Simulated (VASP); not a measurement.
# Si (a cell with a defect) in VASP: notebook

Runs on Si (a cell with a defect). Level: LDA. Tasks: single point.

All numbers are computed with VASP 6.6.1; they aren't measurements. Logs are shortened: lines on timing, memory, paths and dates and some standing lists are left out, and cuts for length are marked.

**1. The cell of the first run**

The cell holds a defect, 17 atoms: a = 7.679 Å, b = 7.679 Å, c = 7.679 Å, α = 60.00°, β = 60.00°, γ = 60.00°.

**2. Single point, LDA**

The input, INCAR:

```
PREC = Accurate
ENCUT = 520
EDIFF = 1E-6
ISMEAR = 0
SIGMA = 0.05
LREAL = Auto
LASPH = True
NELM = 80
ALGO = Normal
ISIF = 2
LWAVE = False
LCHARG = False
GGA = CA
NBANDS = 48
```

The input, KPOINTS:

```
Automatic mesh
0
Gamma
  2 2 2
```

The input, POSCAR:

```
Si
1.0
    0.0000000000      5.4300000000      5.4300000000
    5.4300000000      0.0000000000      5.4300000000
    5.4300000000      5.4300000000      0.0000000000
Si
17
Direct
    0.0110197974      0.0114877532     -0.0341041436
    0.1180078269      0.1181958564      0.1202197974
   -0.0010985267     -0.0009337017      0.4920410681
    0.1357360037      0.1362194291      0.5917155617
   -0.0210009208      0.5066235727      0.0076578269
    0.1180067219      0.6434682320      0.1202214549
   -0.0011028545      0.5098822284      0.4920448435
    0.1148698895      0.6275164825      0.6299901473
    0.5064047882     -0.0212344383      0.0070322284
    0.6428151013      0.1185108656      0.1200535912
    0.5093410681     -0.0006108656      0.4917664825
    0.6273562615      0.1151232965      0.6294058011
    0.5063921731      0.5076875691      0.0070365562
    0.6108041436      0.6107161142      0.1676453959
    0.4859085635      0.4860625230      0.5418503683
    0.6273500000      0.6280008287      0.6294109576
    0.3501827808      0.3498367403      0.9500153775
```

Potentials or basis: VASP PAW LDA potentials, release 64 (Si).

Started as:

```sh
$ cat potpaw_LDA.64/Si/POTCAR > POTCAR
$ mpirun -np 1 vasp_std > vasp.out
```

OUTCAR:

```text
PREC = Accurate
   ENCUT = 520
   EDIFF = 1E-6
   ISMEAR = 0
   LREAL = Auto
   LASPH = True
   NELM = 80
   ISIF = 2
   GGA = CA

 ion  position               nearest neighbor table
   1  0.011  0.011  0.966-   6 2.32   2 2.32  10 2.32   4 2.35
   2  0.118  0.118  0.120-   1 2.32   3 2.33   9 2.44   5 2.44  17 2.56
   3  0.999  0.999  0.492-  12 2.33   8 2.33   2 2.33   4 2.35
   4  0.136  0.136  0.592-   1 2.35  11 2.35   3 2.35   7 2.35
   5  0.979  0.507  0.008-  14 2.32  17 2.37   8 2.37   6 2.44   2 2.44
   6  0.118  0.643  0.120-   1 2.32   7 2.33  13 2.44   5 2.44  17 2.56
   7  0.999  0.510  0.492-  16 2.33   8 2.33   6 2.33   4 2.35
   8  0.115  0.628  0.630-   3 2.33   7 2.33  15 2.34   5 2.37  17 3.03
   9  0.506  0.979  0.007-  14 2.32  17 2.37  12 2.37   2 2.44  10 2.44
  10  0.643  0.119  0.120-   1 2.32  11 2.33  13 2.44   9 2.44  17 2.56
  11  0.509  0.999  0.492-  16 2.33  12 2.33  10 2.33   4 2.35
  12  0.627  0.115  0.629-  11 2.33   3 2.33  15 2.34   9 2.37  17 3.03
  13  0.506  0.508  0.007-  14 2.32  17 2.37  16 2.37   6 2.44  10 2.44
  14  0.611  0.611  0.168-  13 2.32   9 2.32   5 2.32  15 2.35
  15  0.486  0.486  0.542-  12 2.34  16 2.34   8 2.34  14 2.35  17 2.56
  16  0.627  0.628  0.629-  11 2.33   7 2.33  15 2.34  13 2.37  17 3.03
  17  0.350  0.350  0.950-   5 2.37   9 2.37  13 2.37  10 2.56  15 2.56   2 2.56   6 2.56   8 3.03
                            12 3.03  16 3.03

  LATTYP: Found a face centered cubic cell.
 ALAT       =    10.8600000000

  Lattice vectors:

 A1 = (   0.0000000000,   5.4300000000,   5.4300000000)
 A2 = (   5.4300000000,   0.0000000000,   5.4300000000)
 A3 = (   5.4300000000,   5.4300000000,   0.0000000000)

Analysis of symmetry for initial positions (statically):
=====================================================================
 Subroutine PRICEL returns:
 Original cell was already a primitive cell.

 Routine SETGRP: Setting up the symmetry group for a
 face centered cubic supercell.

 Subroutine GETGRP returns: Found  1 space group operations
 (whereof  1 operations were pure point group operations)
 out of a pool of 48 trial point group operations.

The static configuration has the point symmetry C_1 .

Analysis of symmetry for dynamics (positions and initial velocities):
=====================================================================
 Subroutine PRICEL returns:
 Original cell was already a primitive cell.

 Routine SETGRP: Setting up the symmetry group for a
 face centered cubic supercell.

 Subroutine GETGRP returns: Found  1 space group operations
 (whereof  1 operations were pure point group operations)
 out of a pool of 48 trial point group operations.

The dynamic configuration has the point symmetry C_1 .

 Subroutine INISYM returns: Found  1 space group operations
 (whereof  1 operations are pure point group operations),
 and found     1 'primitive' translations

----------------------------------------------------------------------------------------

                                     Primitive cell

  volume of cell :     320.2060

  direct lattice vectors                    reciprocal lattice vectors
     0.000000000  5.430000000  5.430000000    -0.092081031  0.092081031  0.092081031
     5.430000000  0.000000000  5.430000000     0.092081031 -0.092081031  0.092081031
     5.430000000  5.430000000  0.000000000     0.092081031  0.092081031 -0.092081031

  length of vectors
     7.679179644  7.679179644  7.679179644     0.159489025  0.159489025  0.159489025

  position of ions in fractional coordinates (direct lattice)
     0.011019797  0.011487753  0.965895856
     0.118007827  0.118195856  0.120219797
     0.998901473  0.999066298  0.492041068
     0.135736004  0.136219429  0.591715562
     0.978999079  0.506623573  0.007657827
     0.118006722  0.643468232  0.120221455
[... 9 lines left out ...]
     0.627350000  0.628000829  0.629410958
     0.350182781  0.349836740  0.950015378

  ion indices of the primitive-cell ions
   primitive index   ion index
                 1           1
                 2           2
                 3           3
                 4           4
                 5           5
                 6           6
[... 9 lines left out ...]
                16          16
                17          17

----------------------------------------------------------------------------------------

 KPOINTS: Automatic mesh

Automatic generation of k-mesh.
 Grid dimensions read from file:
 generate k-points for:    2    2    2

 Generating k-lattice:

  Cartesian coordinates                     Fractional coordinates (reciprocal lattice)
    -0.046040516  0.046040516  0.046040516     0.500000000  0.000000000  0.000000000
     0.046040516 -0.046040516  0.046040516     0.000000000  0.500000000  0.000000000
     0.046040516  0.046040516 -0.046040516     0.000000000  0.000000000  0.500000000

  Length of vectors
     0.079744512  0.079744512  0.079744512

[... 39 lines left out ...]
   NSW    =      0    number of steps for IOM
   IBRION =     -1    ionic relax: 0-MD 1-quasi-New 2-CG
   NFREE  =      0    steps in history (QN), initial steepest desc. (CG)
   ISIF   =      2    stress and relaxation
   ISYM   =      2    0-nonsym 1-usesym 2-fastsym
   POTIM  = 0.5000    time-step for ionic-motion
   TEBEG  =    0.0;   TEEND  =   0.0 temperature during run
   PSTRESS=    0.0 pullay stress
   NELECT =      68.0000    total number of electrons
   NUPDOWN=      -1.0000    fix difference up-down
   EMIN   =  10.00;   EMAX   =-10.00  energy-range for DOS
   EFERMI =   0.00;   METHOD = LEGACY
   ISMEAR =     0;   SIGMA  =   0.05  broadening in eV -4-tet -1-fermi 0-gaus
   EFERMI_NEDOS =   21; number of points for ismear=-14 and -15
   IALGO  =     38    algorithm
   IMIX   =      4    mixing-type and parameters
     AMIX     =   0.40;   BMIX     =  1.00
     AMIX_MAG =   1.60;   BMIX_MAG =  1.00
  volume/ion in A,a.u.               =      18.84       127.11
  Fermi-wavevector in a.u.,A,eV,Ry     =   0.976715  1.845724 12.979587  0.953973
  Thomas-Fermi vector in A             =   2.107356
   LORBIT       =      0    0 simple, 1 ext, 2 COOP (PROOUT), +10 PAW based schemes
   GGA     = CA    functional components
   LHFCALC =     F    Hartree Fock is set to
   AEXX    =    0.0000 exact exchange contribution
   IVDW    =     0    specifies the selected vdW correction
   LEPSILON=     F    determine dielectric tensor
   LRPA    =     F    only Hartree local field effects (RPA)
 non-spin polarized calculation
 Gauss-broadening in eV      SIGMA  =   0.05
  energy-cutoff  :      520.00
  volume of cell :      320.21
 maximum number of plane-waves:      8646
 NGX is ok and might be reduce to    60
   NGX = 29   NGY = 29   NGZ = 29

 number of electron      68.0000000 magnetization

 Free energy of the ion-electron system (eV)
  ---------------------------------------------------
  ext. energy  EPLUGINS =         0.00000000
  ---------------------------------------------------
  free energy    TOTEN  =       -97.35531686 eV

  energy without entropy =      -97.34524091  energy(sigma->0) =      -97.35027889

 E-fermi :   6.7324     XC(G=0):  -9.8578

 val. band max:        6.6480246281   @ k =   0.0000   0.0000   0.0000
 cond. band min:       6.7466752881   @ k =   0.0000   0.5000   0.5000
 fundamental gap:      0.0986506600
 Fermi energy:         6.7324113875

 k-point     1 :       0.0000    0.0000    0.0000
  band No.  band energies     occupation
      1      -6.3192      2.00000
      2      -3.8889      2.00000
      3      -3.6710      2.00000
      4      -3.6693      2.00000
      5      -3.5219      2.00000
      6      -2.7420      2.00000
[... 38 lines left out ...]
     45       8.2013      0.00000
     46       8.7755      0.00000

 k-point     2 :       0.5000    0.0000    0.0000
  band No.  band energies     occupation
      1      -5.8869      2.00000
      2      -5.0222      2.00000
      3      -3.6451      2.00000
      4      -3.4876      2.00000
      5      -3.3001      2.00000
      6      -3.0356      2.00000
[... 286 lines left out ...]
 k-point     8 :       0.5000    0.0000    0.5000
  band No.  band energies     occupation
      1      -5.7609      2.00000
      2      -4.7497      2.00000
      3      -4.0713      2.00000
      4      -3.9212      2.00000
      5      -3.8654      2.00000
      6      -3.6714      2.00000
[... 38 lines left out ...]
     45      10.0748      0.00000
     46      10.3025      0.00000
 [bands above 46 left out]

------------------------ aborting loop because EDIFF is reached ----------------------------------------

  FORCE on cell =-STRESS in cart. coord.  units (eV):
  Direction    XX          YY          ZZ          XY          YZ          ZX
  --------------------------------------------------------------------------------------
  -------------------------------------------------------------------------------------
  Total        2.6988694      2.7556611      2.6969856     -1.1206841      1.1192324      1.1346279
  in kB       13.5040168     13.7881788     13.4945911     -5.6074360      5.6001722      5.6772045
  external PRESSURE =      13.5955956 kB  Pullay stress =       0.0000000 kB

 VOLUME and BASIS-vectors are now :
 -----------------------------------------------------------------------------
  energy-cutoff  :      520.00
  volume of cell :      320.21
      direct lattice vectors                 reciprocal lattice vectors
     0.000000000  5.430000000  5.430000000    -0.092081031  0.092081031  0.092081031
     5.430000000  0.000000000  5.430000000     0.092081031 -0.092081031  0.092081031
     5.430000000  5.430000000  0.000000000     0.092081031  0.092081031 -0.092081031

 POSITION                                       TOTAL-FORCE (eV/Angst)
 -----------------------------------------------------------------------------------
      5.30719      5.30465      0.12222         0.059186      0.054864     -0.059001
      1.29460      1.29358      1.28259         0.053616      0.052135      0.030682
      8.09671      8.09582     10.84896         0.020222      0.023036      0.002628
      3.95269      3.95006      1.47672         0.072229      0.069037     -0.072789
      2.79255      5.35755      8.06693         0.010483      0.048237     -0.010761
      4.14683      1.29358      4.13481        -0.031576      0.052659     -0.054144
[... 9 lines left out ...]
      6.82775      6.82421      6.81655         0.012974      0.015700      0.004472
      7.05820      7.06008      3.80111        -0.349354     -0.344058      0.350261
 -----------------------------------------------------------------------------------
    total drift:                                0.000733     -0.003012     -0.001447

  FREE ENERGIE OF THE ION-ELECTRON SYSTEM (eV)
  ---------------------------------------------------
  free  energy   TOTEN  =       -97.3553168612 eV

  energy  without entropy=      -97.3452409118  energy(sigma->0) =      -97.35027889
```

Wall time 95 s (1 thread of Intel Xeon 6975P-C (Granite Rapids), shared host); peak memory 0.37 GiB.

What came out:

```yaml
Free_energy: -97.3553 eV
Pressure: 1.4 GPa
Largest_force: 0.603 eV/Å
Band_gap_on_the_k_mesh: zero (bands 34 and 35 overlap by 0.10 eV)
```

Forces on the atoms (eV/Å):
```
Si   0.059  0.055 -0.059
Si   0.054  0.052  0.031
Si   0.020  0.023  0.003
Si   0.072  0.069 -0.073
Si   0.010  0.048 -0.011
Si  -0.032  0.053 -0.054
Si  -0.003  0.023 -0.020
Si   0.015 -0.004 -0.015
Si   0.063  0.010  0.001
Si   0.049 -0.035 -0.049
Si   0.021 -0.005 -0.021
Si  -0.004  0.016 -0.013
Si  -0.001  0.010 -0.063
Si   0.018  0.023 -0.017
Si  -0.007 -0.009  0.006
Si   0.013  0.016  0.004
Si  -0.349 -0.344  0.350
```

Levels at points of the mesh, in eV from the Fermi level:
| k point | band 30 | band 31 | band 32 | band 33 | band 34 | band 35 | band 36 | band 37 | band 38 | band 39 |
| --- | --- | --- | --- | --- | --- | --- | --- | --- | --- | --- |
| (0.00, 0.00, 0.00) | -1.53 | -0.93 | -0.68 | -0.67 | -0.39 | -0.09 | -0.08 | 0.12 | 0.12 | 0.51 |
| (0.50, 0.00, 0.00) | -1.47 | -1.36 | -1.34 | -1.12 | -0.18 | 0.21 | 0.80 | 0.86 | 0.92 | 1.29 |
| (0.00, 0.50, 0.00) | -1.47 | -1.37 | -1.34 | -1.12 | -0.17 | 0.21 | 0.80 | 0.85 | 0.91 | 1.29 |
| (0.00, 0.00, 0.50) | -1.45 | -1.45 | -1.28 | -1.27 | -0.25 | 0.42 | 0.44 | 1.10 | 1.10 | 1.19 |
| (0.50, 0.50, 0.50) | -1.47 | -1.37 | -1.34 | -1.12 | -0.17 | 0.21 | 0.80 | 0.85 | 0.91 | 1.29 |
| (0.50, 0.50, 0.00) | -1.94 | -1.89 | -1.73 | -0.84 | 0.01 | 0.54 | 1.20 | 1.28 | 1.30 | 1.93 |
| (0.00, 0.50, 0.50) | -1.94 | -1.89 | -1.73 | -0.84 | 0.01 | 0.54 | 1.20 | 1.28 | 1.30 | 1.93 |
| (0.50, 0.00, 0.50) | -1.94 | -1.89 | -1.73 | -0.85 | 0.02 | 0.54 | 1.20 | 1.28 | 1.30 | 1.93 |

Caveat: the k points lie up to 0.50 Å⁻¹ apart.

**3. Single point, LDA**

The input, INCAR:

```
ALGO = Normal
EDIFF = 1E-6
ENCUT = 520
ISIF = 2
ISMEAR = 0
LASPH = True
LCHARG = False
LREAL = Auto
LWAVE = False
NBANDS = 48
NELM = 60
PREC = Accurate
SIGMA = 0.05
```

The input, KPOINTS:

```
k-points
0
Gamma
  2 2 2
```

The input, POSCAR:

```
Si
1.0
    0.0000000000      5.4300000000      5.4300000000
    5.4300000000      0.0000000000      5.4300000000
    5.4300000000      5.4300000000      0.0000000000
Si
17
Direct
    0.0147014733      0.0141453039     -0.0430913444
    0.1185093002      0.1179485267      0.1175956722
   -0.0024321363     -0.0029936464      0.4954050645
    0.1393365562      0.1387781768      0.5830065378
   -0.0164176796      0.5061570902      0.0040042357
    0.1185094843      0.6458472376      0.1175954880
   -0.0024320442      0.5099202578      0.4954047882
    0.1166667587      0.6254282689      0.6323759669
    0.5067159300     -0.0169785451      0.0040030387
    0.6464034991      0.1179524862      0.1175922652
    0.5104793738     -0.0029906077      0.4954014733
    0.6259895028      0.1161038674      0.6323747698
    0.5067159300      0.5061604972      0.0040026703
    0.6149009208      0.6143403315      0.1563189687
    0.4902108656      0.4896478821      0.5303930018
    0.6259896869      0.6254314917      0.6323744015
    0.2747253223      0.2741680479      1.1768393186
```

Potentials or basis: VASP PAW LDA potentials, release 64 (Si).

Started as:

```sh
$ cat potpaw_LDA.64/Si/POTCAR > POTCAR
$ mpirun -np 1 vasp_std > vasp.out
```

Wall time 66 s (1 thread of Intel Xeon 6975P-C (Granite Rapids), shared host); peak memory 0.34 GiB.

It converged, with:

```yaml
Free_energy: -97.3691 eV
Pressure: 1.4 GPa
Largest_force: 0.590 eV/Å
Band_gap_on_the_k_mesh: zero (bands 34 and 35 overlap by 0.10 eV)
```

Forces in eV/Å, atoms in the order of the input:
```
Si   0.000  0.000  0.000
Si  -0.017 -0.017  0.048
Si  -0.009 -0.009  0.005
Si   0.012  0.012 -0.012
Si  -0.034  0.011  0.034
Si  -0.048 -0.017  0.017
Si  -0.005 -0.009  0.009
Si  -0.020 -0.014  0.020
Si   0.011 -0.034  0.034
Si  -0.017 -0.048  0.017
Si  -0.009 -0.005  0.009
Si  -0.014 -0.020  0.020
Si  -0.034 -0.034 -0.011
Si  -0.063 -0.063  0.063
Si  -0.071 -0.071  0.071
Si  -0.020 -0.020  0.014
Si   0.341  0.341 -0.341
```

Stress tensor (GPa, compression positive):
```
 1.38 -0.53  0.53
-0.53  1.38  0.53
 0.53  0.53  1.38
```

Levels at points of the mesh, in eV from the Fermi level:
| k point | band 32 | band 33 | band 34 | band 35 | band 36 | band 37 |
| --- | --- | --- | --- | --- | --- | --- |
| (0.00, 0.00, 0.00) | -0.68 | -0.68 | -0.40 | -0.09 | -0.09 | 0.11 |
| (0.50, 0.00, 0.00) | -1.35 | -1.13 | -0.18 | 0.21 | 0.80 | 0.84 |
| (0.00, 0.00, 0.50) | -1.28 | -1.28 | -0.26 | 0.43 | 0.43 | 1.09 |
| (0.50, 0.50, 0.00) | -1.74 | -0.85 | 0.01 | 0.54 | 1.19 | 1.27 |

Caveat: the k points lie up to 0.50 Å⁻¹ apart.

**4. Single point, LDA**

The input, INCAR:

```
PREC = Accurate ; ENCUT = 520
EDIFF = 1E-6 ; ISMEAR = 0
SIGMA = 0.05 ; LREAL = Auto
LASPH = True ; NELM = 80
ALGO = Normal ; ISIF = 2
LWAVE = False ; LCHARG = False
GGA = CA ; NBANDS = 48
```

The input, KPOINTS:

```
Automatic mesh
0
Gamma
  2 2 2
```

The input, POSCAR:

```
Si
1.0
    0.0000000000      5.4300000000      5.4300000000
    5.4300000000      0.0000000000      5.4300000000
    5.4300000000      5.4300000000      0.0000000000
Si
17
Direct
    0.0117599448      0.0120404236     -0.0359741252
    0.1186287293      0.1188314917      0.1180767956
   -0.0002591160      0.0000994475      0.4899801105
    0.1362907919      0.1366281768      0.5903325967
   -0.0225762431      0.5083847145      0.0056860037
    0.1186248619      0.6443335175      0.1180983425
   -0.0002646409      0.5100589319      0.4900011050
    0.1137418048      0.6287044199      0.6287445672
    0.5081285451     -0.0223434622      0.0055451197
    0.6440320442      0.1189412523      0.1179690608
    0.5097311234      0.0001484346      0.4898611418
    0.6283421731      0.1141777164      0.6286108656
    0.5081330571      0.5085527624      0.0055579190
    0.6090681400      0.6093270718      0.1721815838
    0.4837255064      0.4841433702      0.5478849908
    0.6283372007      0.6287593002      0.6286243094
    0.3455488950      0.3457647330      0.9628232965
```

Started as:

```sh
$ cat potpaw_LDA.64/Si/POTCAR > POTCAR
$ mpirun -np 1 vasp_std > vasp.out
```

It took 1.9 min on 1 thread of Intel Xeon 6975P-C (Granite Rapids), shared host; peak memory 0.37 GiB.

The run converged. Its results:

```
Free energy            : -97.2947 eV
Pressure               : 1.3 GPa
Largest force          : 0.701 eV/Å
Band gap on the k mesh : zero (bands 34 and 35 overlap by 0.06 eV)
```

Forces on the atoms (eV/Å):
```
Si   0.061  0.061 -0.060
Si   0.042  0.041 -0.023
Si   0.015  0.015 -0.036
Si   0.045  0.044 -0.045
Si   0.025  0.033 -0.025
Si   0.023  0.041 -0.042
Si   0.036  0.015 -0.015
Si   0.013  0.011 -0.012
Si   0.033  0.025 -0.024
Si   0.042  0.024 -0.042
Si   0.015  0.035 -0.016
Si   0.010  0.013 -0.013
Si   0.024  0.024 -0.033
Si   0.003  0.002 -0.003
Si   0.004  0.006 -0.005
Si   0.014  0.014 -0.010
Si  -0.405 -0.404  0.406
```

Stress tensor (GPa, compression positive):
```
 1.30 -0.63  0.62
-0.63  1.31  0.63
 0.62  0.63  1.30
```

Levels at points of the mesh, in eV from the Fermi level:
```tsv
k point	band 31	band 32	band 33	band 34	band 35	band 36	band 37	band 38
(0.00, 0.00, 0.00)	-0.96	-0.66	-0.66	-0.41	-0.05	-0.05	0.16	0.16
(0.50, 0.00, 0.00)	-1.35	-1.32	-1.05	-0.10	0.14	0.79	0.91	0.95
(0.00, 0.50, 0.00)	-1.35	-1.32	-1.05	-0.10	0.14	0.79	0.91	0.95
(0.00, 0.00, 0.50)	-1.43	-1.24	-1.24	-0.21	0.44	0.44	1.14	1.14
(0.50, 0.50, 0.50)	-1.35	-1.32	-1.05	-0.10	0.14	0.79	0.91	0.95
(0.50, 0.50, 0.00)	-1.86	-1.70	-0.78	0.01	0.52	1.26	1.34	1.38
(0.00, 0.50, 0.50)	-1.86	-1.70	-0.78	0.01	0.52	1.26	1.34	1.38
(0.50, 0.00, 0.50)	-1.86	-1.70	-0.78	0.01	0.52	1.26	1.34	1.38
```

Caveat: the k points lie up to 0.50 Å⁻¹ apart.

**5. Overview**

| cell | gap on the mesh (eV) | pressure (GPa) | largest force (eV/Å) |
| --- | --- | --- | --- |
| as given, atomic positions A | none | 1.4 | 0.60 |
| as given, atomic positions B | none | 1.4 | 0.59 |
| as given, atomic positions C | none | 1.3 | 0.70 |

Alike in all rows: task single point; level LDA; potentials or basis VASP PAW LDA potentials, release 64 (Si); no spin polarisation; k mesh 2 × 2 × 2; cutoff (eV) 520; smearing gaussian 0.05 eV.

Caveats: all runs use coarse meshes.

Total energies depend on the potentials used, so only differences within one code and one set of settings carry meaning.

The gap in the log of VASP goes by the Fermi energy; the results here count the filled bands.